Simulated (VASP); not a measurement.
Wanted: the native input for a VASP 6.6.1 run.

* Task: single point
* Functional: PBE
* Potentials or basis: VASP PAW PBE potentials, release 64 (In_d)
* Cutoff: 520 eV
* k mesh: 11 × 11 × 11
* Occupations: fermi-dirac, width 0.05 eV
* Spin: no spin polarisation
* Dipole correction: no
* Further INCAR settings: ALGO = Normal; EDIFF = 1e-06; NBANDS = 20

The structure of In lies in POSCAR:

```
In
1.0
    0.0000000000      3.3665427978      3.3665427978
    3.3665427978      0.0000000000      3.3665427978
    3.3665427978      3.3665427978      0.0000000000
In
2
Direct
   -0.1250000000     -0.1250000000     -0.1250000000
    0.1250000000      0.1250000000      0.1250000000
```

These files were run (other wordings do the same):

INCAR

```
PREC = Accurate ; ENCUT = 520
EDIFF = 1E-6 ; ISMEAR = -1
SIGMA = 0.05 ; LREAL = F
LASPH = T ; NELM = 100
ALGO = Normal ; ISIF = 2
LWAVE = F ; LCHARG = T
GGA = PE ; LELF = T
LVHAR = T ; NBANDS = 20
```

KPOINTS

```
regular mesh
0
Gamma
  11 11 11
```

Potentials or basis: VASP PAW PBE potentials, release 64 (In_d).

Run with:

```console
$ cat potpaw_PBE.64/In_d/POTCAR > POTCAR
$ mpirun -np 1 vasp_std > vasp.out
```

It gave:

```yaml
Pressure: 0.0 GPa
Band_gap_on_the_k_mesh: zero (band 13 reaches 5.85 eV, above the bottom of band 14 at 2.83 eV)
```

Caveat: spin-orbit coupling is left out, which moves the levels of the heavy elements.

Run time: 30 s on 1 thread of Intel(R) Xeon(R) 6975P-C (Granite Rapids) (shared host), peak memory 0.23 GiB.
